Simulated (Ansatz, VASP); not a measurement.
Si3Sn in VASP and in Ansatz

```
CELL_PARAMETERS angstrom
3.56919 0.00000 0.00000
-1.78459 3.09101 0.00000
0.00000 0.00000 7.13942
ATOMIC_POSITIONS crystal
Si 0.33333 0.66667 0.69536
Si 0.33333 0.66667 0.30464
Si 0.66667 0.33333 0.50000
Sn 0.66667 0.33333 0.00000
```

Alike in both runs: functional PBE; k mesh 18 × 18 × 8; occupations gaussian, width 0.1 eV; no spin polarisation.

Ansatz relaxed the structure, and its values are those at the end. VASP's run is a single point on that final structure, the one shown.

```csv
,VASP,Ansatz
version,VASP 6.6.1,Ansatz 0.2.0
potentials or method,"VASP PAW PBE potentials, release 64 (Si, Sn_d), cutoff 520 eV","scalar-relativistic, plane waves, PAW"
valence electrons in the cell,26,26
```

|  | VASP | Ansatz | Ansatz less VASP |
| --- | --- | --- | --- |
| gap on the k mesh at the Fermi level (eV) | none | none | - |
| pressure (GPa) | -0.1 | 0.0 | +0.07 |
| rms of the force components (eV/Å) | 0.003 | 0.001 | -0.0022 |

A gap of «none» marks a metal or a gap that the smearing closes. With one functional, cell and mesh, what is left measures potentials, basis and numerics.
